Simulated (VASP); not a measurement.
# CaO (Fm-3m) in VASP: a series of runs

CaO is run at these levels: PBE; tasks: single point.

Program: VASP 6.6.1. These are calculated values, not measurements. Logs are shortened: lines on timing, memory, paths and dates and some standing lists are left out, and cuts for length are marked.

**1. The cell of the first run**

Symmetry: Fm-3m, No. 225, cubic system. The conventional cell has a = 4.941 Å, b = 4.941 Å, c = 4.941 Å, α = 90.00°, β = 90.00°, γ = 90.00°. Ca (site symmetry m-3m) has 6 O at 2.47 Å within 3.3 Å. O (site symmetry m-3m) has 6 Ca at 2.47 Å within 3.3 Å.

**2. Single point, PBE (volume scaled by 1.070)**

The input, INCAR:

```
SYSTEM = CaO
PREC = Accurate
ENCUT = 520
EDIFF = 1E-6
ISMEAR = 0
SIGMA = 0.05
LREAL = .False.
LASPH = .True.
NELM = 80
ALGO = Normal
ISIF = 2
LWAVE = .False.
LCHARG = .False.
GGA = PE
NBANDS = 15
```

The input, KPOINTS:

```
Automatic mesh
0
Gamma
  12 12 12
  0 0 0
```

The input, POSCAR:

```
CaO
1.0
    0.0000000000      2.4705162374      2.4705162374
    2.4705162374      0.0000000000      2.4705162374
    2.4705162374      2.4705162374      0.0000000000
Ca O
1 1
Direct
    0.5000000000      0.5000000000      0.5000000000
    0.0000000000      0.0000000000      0.0000000000
```

Potentials or basis: VASP PAW PBE potentials, release 64 (Ca_sv, O).

The run is started by

```bash
> cat potpaw_PBE.64/Ca_sv/POTCAR potpaw_PBE.64/O/POTCAR > POTCAR
> mpirun -np 1 vasp_std > vasp.out
```

OUTCAR:

```text
SYSTEM = CaO
   PREC = Accurate
   ENCUT = 520
   EDIFF = 1E-6
   ISMEAR = 0
   LREAL = .False.
   LASPH = .True.
   NELM = 80
   ISIF = 2
   GGA = PE

 ion  position               nearest neighbor table
   1  0.500  0.500  0.500-   2 2.47   2 2.47   2 2.47   2 2.47   2 2.47   2 2.47
   2  0.000  0.000  0.000-   1 2.47   1 2.47   1 2.47   1 2.47   1 2.47   1 2.47

  LATTYP: Found a face centered cubic cell.
 ALAT       =     4.9410324748

  Lattice vectors:

 A1 = (   0.0000000000,   2.4705162374,   2.4705162374)
 A2 = (   2.4705162374,   0.0000000000,   2.4705162374)
 A3 = (   2.4705162374,   2.4705162374,   0.0000000000)

Analysis of symmetry for initial positions (statically):
=====================================================================
 Subroutine PRICEL returns:
 Original cell was already a primitive cell.

 Routine SETGRP: Setting up the symmetry group for a
 face centered cubic supercell.

 Subroutine GETGRP returns: Found 48 space group operations
 (whereof 48 operations were pure point group operations)
 out of a pool of 48 trial point group operations.

The static configuration has the point symmetry O_h .

Analysis of symmetry for dynamics (positions and initial velocities):
=====================================================================
 Subroutine PRICEL returns:
 Original cell was already a primitive cell.

 Routine SETGRP: Setting up the symmetry group for a
 face centered cubic supercell.

 Subroutine GETGRP returns: Found 48 space group operations
 (whereof 48 operations were pure point group operations)
 out of a pool of 48 trial point group operations.

The dynamic configuration has the point symmetry O_h .

 Subroutine INISYM returns: Found 48 space group operations
 (whereof 48 operations are pure point group operations),
 and found     1 'primitive' translations

----------------------------------------------------------------------------------------

                                     Primitive cell

  volume of cell :      30.1573

  direct lattice vectors                    reciprocal lattice vectors
     0.000000000  2.470516237  2.470516237    -0.202386850  0.202386850  0.202386850
     2.470516237  0.000000000  2.470516237     0.202386850 -0.202386850  0.202386850
     2.470516237  2.470516237  0.000000000     0.202386850  0.202386850 -0.202386850

  length of vectors
     3.493837569  3.493837569  3.493837569     0.350544308  0.350544308  0.350544308

  position of ions in fractional coordinates (direct lattice)
     0.500000000  0.500000000  0.500000000
     0.000000000  0.000000000  0.000000000

  ion indices of the primitive-cell ions
   primitive index   ion index
                 1           1
                 2           2

----------------------------------------------------------------------------------------

 KPOINTS: Automatic mesh

Automatic generation of k-mesh.
 Grid dimensions read from file:
 generate k-points for:   12   12   12

 Generating k-lattice:

  Cartesian coordinates                     Fractional coordinates (reciprocal lattice)
    -0.016865571  0.016865571  0.016865571     0.083333333  0.000000000  0.000000000
     0.016865571 -0.016865571  0.016865571     0.000000000  0.083333333  0.000000000
     0.016865571  0.016865571 -0.016865571     0.000000000  0.000000000  0.083333333

  Length of vectors
     0.029212026  0.029212026  0.029212026

  Shift w.r.t. Gamma in fractional coordinates (k-lattice)
     0.000000000  0.000000000  0.000000000

 Subroutine IBZKPT returns following result:
 ===========================================

 Found     72 irreducible k-points:

 Following reciprocal coordinates:
            Coordinates               Weight
  0.000000  0.000000  0.000000      1.000000
  0.083333  0.000000  0.000000      8.000000
  0.166667  0.000000  0.000000      8.000000
  0.250000  0.000000  0.000000      8.000000
  0.333333  0.000000  0.000000      8.000000
  0.416667  0.000000  0.000000      8.000000
[... 16 lines left out ...]
  0.500000  0.166667  0.000000     24.000000
 -0.416667  0.166667  0.000000     24.000000
 [... further k-points ...]
   k-points           NKPTS =     72   k-points in BZ     NKDIM =     72   number of bands    NBANDS=     15
   number of dos      NEDOS =    301   number of ions     NIONS =      2
   total plane-waves  NPLWV =  21952
   dimension x,y,z NGX =    28 NGY =   28 NGZ =   28
   dimension x,y,z NGXF=    56 NGYF=   56 NGZF=   56
   ions per type =               1   1
   NGX,Y,Z   is equivalent  to a cutoff of  13.32, 13.32, 13.32 a.u.
   NGXF,Y,Z  is equivalent  to a cutoff of  26.65, 26.65, 26.65 a.u.
 SYSTEM =  CaO
   PREC   = accura    normal or accurate (medium, high low for compatibility)
   ISTART =      0    job   : 0-new  1-cont  2-samecut
   ICHARG =      2    charge: 1-file 2-atom 10-const
   ISPIN  =      1    spin polarized calculation?
   LNONCOLLINEAR =      F non collinear calculations
   LSORBIT =      F    spin-orbit coupling
   LASPH  =      T    aspherical Exc in radial PAW
   ENCUT  =  520.0 eV  38.22 Ry    6.18 a.u.   6.50  6.50  6.50*2*pi/ulx,y,z
   NELM   =     80;   NELMIN=  2; NELMDL= -5     # of ELM steps
   EDIFF  = 0.1E-05   stopping-criterion for ELM
   LREAL  =      F    real-space projection
   EDIFFG = 0.1E-04   stopping-criterion for IOM
   NSW    =      0    number of steps for IOM
   IBRION =     -1    ionic relax: 0-MD 1-quasi-New 2-CG
   NFREE  =      0    steps in history (QN), initial steepest desc. (CG)
   ISIF   =      2    stress and relaxation
   ISYM   =      2    0-nonsym 1-usesym 2-fastsym
   POTIM  = 0.5000    time-step for ionic-motion
   TEBEG  =    0.0;   TEEND  =   0.0 temperature during run
   PSTRESS=    0.0 pullay stress
   NELECT =      16.0000    total number of electrons
   NUPDOWN=      -1.0000    fix difference up-down
   EMIN   =  10.00;   EMAX   =-10.00  energy-range for DOS
   EFERMI =   0.00;   METHOD = LEGACY
   ISMEAR =     0;   SIGMA  =   0.05  broadening in eV -4-tet -1-fermi 0-gaus
   EFERMI_NEDOS =   21; number of points for ismear=-14 and -15
   IALGO  =     38    algorithm
   IMIX   =      4    mixing-type and parameters
     AMIX     =   0.40;   BMIX     =  1.00
     AMIX_MAG =   1.60;   BMIX_MAG =  1.00
  volume/ion in A,a.u.               =      15.08       101.76
  Fermi-wavevector in a.u.,A,eV,Ry     =   1.325309  2.504471 23.897867  1.756444
  Thomas-Fermi vector in A             =   2.454779
   LORBIT       =      0    0 simple, 1 ext, 2 COOP (PROOUT), +10 PAW based schemes
   GGA     = PE    functional components
   LHFCALC =     F    Hartree Fock is set to
   AEXX    =    0.0000 exact exchange contribution
   IVDW    =     0    specifies the selected vdW correction
   LEPSILON=     F    determine dielectric tensor
   LRPA    =     F    only Hartree local field effects (RPA)
 non-spin polarized calculation
 Gauss-broadening in eV      SIGMA  =   0.05
  energy-cutoff  :      520.00
  volume of cell :       30.16
 maximum number of plane-waves:       869
 NGX is ok and might be reduce to    28
   NGX = 13   NGY = 13   NGZ = 13

 number of electron      16.0000004 magnetization

 Free energy of the ion-electron system (eV)
  ---------------------------------------------------
  ext. energy  EPLUGINS =         0.00000000
  ---------------------------------------------------
  free energy    TOTEN  =       -12.77286348 eV

  energy without entropy =      -12.77286348  energy(sigma->0) =      -12.77286348

 E-fermi :   2.1720     XC(G=0): -10.0788

 val. band max:        1.9017740185   @ k =   0.0000   0.0000   0.0000
 cond. band min:       5.5439988844   @ k =   0.5000   0.5000   0.0000
 fundamental gap:      3.6422248660
 Fermi energy:         2.1719536696

 k-point     1 :       0.0000    0.0000    0.0000
  band No.  band energies     occupation
      1     -36.0875      2.00000
      2     -16.9020      2.00000
      3     -16.9020      2.00000
      4     -16.9020      2.00000
      5     -13.4742      2.00000
      6       1.9018      2.00000
      7       1.9018      2.00000
      8       1.9018      2.00000
      9       5.9742      0.00000
     10       7.9128      0.00000
     11       7.9128      0.00000
     12       7.9128      0.00000
     13       9.2774      0.00000
     14       9.2774      0.00000
     15      16.4514      0.00000

 k-point     2 :       0.0833    0.0000    0.0000
  band No.  band energies     occupation
      1     -36.0828      2.00000
      2     -16.9667      2.00000
      3     -16.9049      2.00000
      4     -16.9049      2.00000
      5     -13.4030      2.00000
      6       1.6532      2.00000
      7       1.8172      2.00000
      8       1.8172      2.00000
      9       6.2942      0.00000
     10       7.8859      0.00000
     11       8.0203      0.00000
     12       8.0203      0.00000
     13       9.4238      0.00000
     14       9.4238      0.00000
     15      16.6956      0.00000

 k-point     3 :       0.1667    0.0000    0.0000
  band No.  band energies     occupation
      1     -36.0700      2.00000
      2     -17.1322      2.00000
      3     -16.9129      2.00000
      4     -16.9129      2.00000
      5     -13.2206      2.00000
      6       1.0873      2.00000
      7       1.5994      2.00000
      8       1.5994      2.00000
      9       7.0636      0.00000
     10       7.8689      0.00000
     11       8.3247      0.00000
     12       8.3247      0.00000
     13       9.8213      0.00000
     14       9.8213      0.00000
     15      17.1333      0.00000

 k-point     4 :       0.2500    0.0000    0.0000
  band No.  band energies     occupation
      1     -36.0524      2.00000
      2     -17.3370      2.00000
      3     -16.9238      2.00000
      4     -16.9238      2.00000
      5     -12.9919      2.00000
      6       0.4612      2.00000
      7       1.3280      2.00000
      8       1.3280      2.00000
      9       7.8613      0.00000
     10       8.1007      0.00000
     11       8.7714      0.00000
     12       8.7714      0.00000
     13      10.3704      0.00000
     14      10.3704      0.00000
     15      16.9743      0.00000
[... 307 lines left out ...]
 k-point    22 :       0.4167    0.1667    0.0000
  band No.  band energies     occupation
      1     -36.0208      2.00000
      2     -17.5024      2.00000
      3     -16.9986      2.00000
      4     -16.9825      2.00000
      5     -12.8232      2.00000
      6      -0.0128      2.00000
      7       0.9777      2.00000
      8       1.1870      2.00000
      9       7.3948      0.00000
     10       9.0210      0.00000
     11       9.9068      0.00000
     12       9.9291      0.00000
     13      10.7931      0.00000
     14      11.8100      0.00000
     15      15.8500      0.00000

 k-point    23 :       0.5000    0.1667    0.0000
  band No.  band energies     occupation
      1     -36.0117      2.00000
      2     -17.5779      2.00000
      3     -17.0245      2.00000
      4     -16.9779      2.00000
      5     -12.7358      2.00000
      6      -0.1658      2.00000
      7       0.8439      2.00000
      8       1.0110      2.00000
      9       7.9108      0.00000
     10       9.0383      0.00000
     11      10.0309      0.00000
     12      10.3156      0.00000
     13      11.3042      0.00000
     14      12.2739      0.00000
     15      14.9863      0.00000

 k-point    24 :      -0.4167    0.1667    0.0000
  band No.  band energies     occupation
      1     -36.0105      2.00000
      2     -17.5915      2.00000
      3     -17.0436      2.00000
      4     -16.9646      2.00000
      5     -12.7063      2.00000
      6      -0.2210      2.00000
      7       0.8691      2.00000
      8       0.9134      2.00000
      9       8.4237      0.00000
     10       8.7287      0.00000
     11       9.8641      0.00000
     12      10.3174      0.00000
     13      11.5735      0.00000
     14      12.4465      0.00000
     15      14.8174      0.00000

 [... further k-points ...]
[... 5 lines left out ...]
  --------------------------------------------------------------------------------------
  -------------------------------------------------------------------------------------
  Total       -1.0877677     -1.0877677     -1.0877677      0.0000000      0.0000000     -0.0000000
  in kB      -57.7901195    -57.7901195    -57.7901195      0.0000000      0.0000000     -0.0000000
  external PRESSURE =     -57.7901195 kB  Pullay stress =       0.0000000 kB

 VOLUME and BASIS-vectors are now :
 -----------------------------------------------------------------------------
  energy-cutoff  :      520.00
  volume of cell :       30.16
      direct lattice vectors                 reciprocal lattice vectors
     0.000000000  2.470516237  2.470516237    -0.202386850  0.202386850  0.202386850
     2.470516237  0.000000000  2.470516237     0.202386850 -0.202386850  0.202386850
     2.470516237  2.470516237  0.000000000     0.202386850  0.202386850 -0.202386850

 POSITION                                       TOTAL-FORCE (eV/Angst)
 -----------------------------------------------------------------------------------
      2.47052      2.47052      2.47052         0.000000     -0.000000     -0.000000
      0.00000      0.00000      0.00000        -0.000000      0.000000      0.000000
 -----------------------------------------------------------------------------------
    total drift:                                0.000000      0.000000      0.000000

  FREE ENERGIE OF THE ION-ELECTRON SYSTEM (eV)
  ---------------------------------------------------
  free  energy   TOTEN  =       -12.7728634832 eV

  energy  without entropy=      -12.7728634832  energy(sigma->0) =      -12.77286348
```

Wall time 20 s (1 thread of Intel Xeon Platinum 8488C (Sapphire Rapids), shared host); peak memory 0.17 GiB.

Results:

* Free energy: -12.7729 eV
* Pressure: -5.8 GPa
* Band gap on the k mesh: 3.64 eV, indirect (least direct gap 4.03 eV)

Levels at points of the mesh, in eV from the valence-band top:
```tsv
k point	band 6	band 7	band 8	band 9	band 10	band 11
(0.00, 0.00, 0.00)	0.00	0.00	0.00	4.07	6.01	6.01
(0.50, 0.00, 0.00)	-2.45	-1.05	-1.05	6.66	7.88	7.90
(0.50, 0.50, 0.00)	-1.32	-0.39	-0.39	3.64	7.45	8.42
```

**3. Single point, PBE (volume scaled by 1.100)**

The input, INCAR:

```
SYSTEM = CaO
  ALGO = Normal
  EDIFF = 1E-6
  ENCUT = 520
  GGA = PE
  ISIF = 2
  ISMEAR = 0
  LASPH = .TRUE.
  LCHARG = .FALSE.
  LREAL = .FALSE.
  LWAVE = .FALSE.
  NBANDS = 15
  NELM = 60
  PREC = Accurate
  SIGMA = 0.05
```

The input, KPOINTS:

```
k-points
0
G
  12 12 12
  0 0 0
```

The input, POSCAR:

```
CaO
1.0
    0.0000000000      2.4933926893      2.4933926893
    2.4933926893      0.0000000000      2.4933926893
    2.4933926893      2.4933926893      0.0000000000
Ca O
1 1
Direct
    0.5000000000      0.5000000000      0.5000000000
    0.0000000000      0.0000000000      0.0000000000
```

Potentials or basis: VASP PAW PBE potentials, release 64 (Ca_sv, O).

The run is started by

```bash
> cat potpaw_PBE.64/Ca_sv/POTCAR potpaw_PBE.64/O/POTCAR > POTCAR
> mpirun -np 1 vasp_std > vasp.out
```

Wall time 20 s (1 thread of Intel Xeon Platinum 8488C (Sapphire Rapids), shared host); peak memory 0.17 GiB.

It converged, with:

```
Free energy            : -12.7377 eV
Pressure               : -7.8 GPa
Band gap on the k mesh : 3.64 eV, indirect (least direct gap 3.87 eV)
```

Levels at points of the mesh, in eV from the valence-band top:
```
           k point  band 5  band 6  band 7  band 8  band 9  band 10  band 11  band 12
(0.00, 0.00, 0.00)  -15.33    0.00    0.00    0.00    3.87     5.94     5.94     5.94
(0.50, 0.00, 0.00)  -14.52   -2.39   -1.00   -1.00    6.54     7.68     7.75     7.75
(0.50, 0.50, 0.00)  -15.10   -1.32   -0.39   -0.39    3.64     7.26     8.26     8.80
```
